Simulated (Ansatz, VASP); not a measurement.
Two plane-wave programs on KI

```
CELL_PARAMETERS angstrom
0.00000 3.54244 3.54244
3.54244 0.00000 3.54244
3.54244 3.54244 0.00000
ATOMIC_POSITIONS crystal
K 0.00000 0.00000 0.00000
I 0.50000 0.50000 0.50000
```

Alike in both runs: task single point; functional PBE; k mesh 4 × 4 × 4; occupations gaussian, width 0.1 eV; no spin polarisation.

```csv
,VASP,Ansatz
version,VASP 6.6.1,Ansatz 0.2.0
potentials or method,"VASP PAW PBE potentials, release 64 (K_sv, I), cutoff 500 eV","scalar-relativistic, plane waves, PAW"
valence electrons in the cell,16,26
```

Ansatz gave:

```
gap on the k mesh at the Fermi level (eV) : 3.95
least direct gap on the mesh (eV)         : 3.95
pressure (GPa)                            : 0.5
```

Question: Estimate VASP's values.

Answer: gap on the k mesh at the Fermi level (eV): 3.94; least direct gap on the mesh (eV): 3.94; pressure (GPa): 0.5.

VASP's potentials hold 16 valence electrons a cell and Ansatz's 26, so a difference there can come from the potentials and not from the codes.

Spin-orbit coupling is off throughout.
